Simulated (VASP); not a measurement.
Crystal: CoO.

```xyz
2
Lattice="-1.5080 1.5080 2.1072 1.5080 -1.5080 2.1072 1.5080 1.5080 -2.1072" Properties=species:S:1:pos:R:3 pbc="T T T"
Co    0.0000    0.0000    0.0000
O     0.0000    0.0000    2.1072
```

Base run:

* Program: VASP 6.6.1
* Functional: PBEsol
* Potentials or basis: VASP PAW PBE potentials, release 64 (Co_sv, O)
* Cutoff: 700 eV
* k mesh: 10 × 10 × 10
* Occupations: fermi-dirac, width 0.05 eV
* Spin: collinear spin, ferromagnetic start
* Starting moments: [1.0, 0.0] μB
* Fixed moment: 1 μB

Its results: pressure -25.3 GPa; site moments Co +0.96; O -0.01 μB.

Problem. The run is repeated on the same cell with these changes: fixed moment from 1 μB to 2 μB; moments at the start from [1.0, 0.0] to [2.0, 0.0]. What comes out?

Solution. Pressure -18.3 GPa; site moments Co +1.83; O +0.09 μB.

Caveats: the cell stands under tension; the PAW data sets were made with another functional, which shifts forces and pressure a little; the total moment is fixed, so each spin has its own Fermi level and the state may be an excited one; a cell with one magnetic atom can't hold antiferromagnetic order, which such compounds often take.
